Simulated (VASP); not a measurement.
Write the native input for VASP 6.6.1 that does the following.

- Task: single point
- Functional: r2SCAN
- Dispersion: D3(BJ)
- Potentials or basis: VASP PAW PBE potentials, release 64 (O, C, H)
- Cutoff: 520 eV
- k mesh: 1 × 1 × 1
- Occupations: fermi-dirac, width 0.05 eV
- Spin: no spin polarisation
- Dipole correction: no
- Further INCAR settings: LREAL = Auto; ALGO = Normal; EDIFF = 1e-07; NBANDS = 38

H2CO:

```xyz
16
Lattice="7.7060 0.0000 0.0000 0.0000 7.7060 0.0000 0.0000 0.0000 7.7060" Properties=species:S:1:pos:R:3 pbc="T T T"
O     3.8898    5.4854    3.0770
O     2.4222    3.1636    6.8747
O     2.0135   -0.0276    5.5236
O     0.4310    5.1038    1.2667
C     4.6199    4.9100    2.4420
C     2.8408    3.8519    6.0842
C     2.7939    0.3503    4.8032
C     1.2794    5.7578    0.9145
H     6.0257    2.9713    7.4856
H     5.6270    2.7274    6.9078
H     5.5929    6.4065    6.8215
H     5.4060    5.7170    7.0230
H     0.1279    1.1185    0.9253
H     0.7231    1.1052    0.4806
H     6.8337    0.0151    3.8181
H     7.0035    0.0518    3.0975
```

These files were run (other wordings do the same):

POSCAR

```
H2CO
1.0
    7.7059940000      0.0000000000      0.0000000000
    0.0000000000      7.7059940000      0.0000000000
    0.0000000000      0.0000000000      7.7059940000
O C H
4 4 8
Direct
    0.5047700047      0.7118372873      0.3992978223
    0.3143324143      0.4105414544      0.8921190542
    0.2612930987     -0.0035757136      0.7167978131
    0.0559346451      0.6623211182      0.1643761609
    0.5995156726      0.6371657846      0.3169010822
    0.3686475494      0.4998513993      0.7895457646
    0.3625627956      0.0454608693      0.6233034738
    0.1660209874      0.7471897670      0.1186790248
    0.7819490266      0.3855887661      0.9714015497
    0.7302137597      0.3539371464      0.8964238272
    0.7257819977      0.8313684506      0.8852180718
    0.7015353014      0.7418919258      0.9113683237
    0.0166017264      0.1451473646      0.1200705794
    0.0938333336      0.1434165597      0.0623656544
    0.8867974096      0.0019574037      0.4954739886
    0.9088415773      0.0067265164      0.4019656092
```

INCAR.step1

```
SYSTEM = H2CO
PREC = Accurate ; ENCUT = 520
ISMEAR = -1 ; SIGMA = 0.05
LREAL = Auto ; LASPH = .True.
NELM = 100 ; NBANDS = 38
GGA = PE ; ALGO = Normal
EDIFF = 1E-4 ; LWAVE = .True.
LCHARG = .False.
```

INCAR.step2

```
SYSTEM = H2CO
PREC = Accurate ; ENCUT = 520
EDIFF = 1E-7 ; ISMEAR = -1
SIGMA = 0.05 ; LREAL = Auto
LASPH = .True. ; NELM = 100
ALGO = Normal ; ISIF = 2
LWAVE = .False. ; LCHARG = .False.
METAGGA = R2SCAN ; LMIXTAU = .True.
IVDW = 12 ; VDW_S6 = 1.0
VDW_S8 = 0.78981345 ; VDW_A1 = 0.49484001
VDW_A2 = 5.73083694 ; NBANDS = 38
ISTART = 1
```

KPOINTS

```
Automatic mesh
0
Gamma
  1 1 1
  0 0 0
```

Potentials or basis: VASP PAW PBE potentials, release 64 (O, C, H).

The run is started by

```console
$ cat potpaw_PBE.64/O/POTCAR potpaw_PBE.64/C/POTCAR potpaw_PBE.64/H/POTCAR > POTCAR
$ cp INCAR.step1 INCAR
$ mpirun -np 1 vasp_gam > vasp.out
$ cp INCAR.step2 INCAR
$ mpirun -np 1 vasp_gam > vasp.out
```

Results of the run:

```json
{
  "Pressure": "0.4 GPa",
  "Largest force": "1.125 eV/Å",
  "Dispersion energy per atom": "-0.012 eV"
}
```

Caveat: the k points lie up to 0.82 Å⁻¹ apart, too coarse for converged energies, forces and pressures; the PAW data sets were made with another functional, which shifts forces and pressure a little.

Wall time 84 s on 1 thread of Intel(R) Xeon(R) 6975P-C (Granite Rapids), on a shared host, peak memory 0.53 GiB.
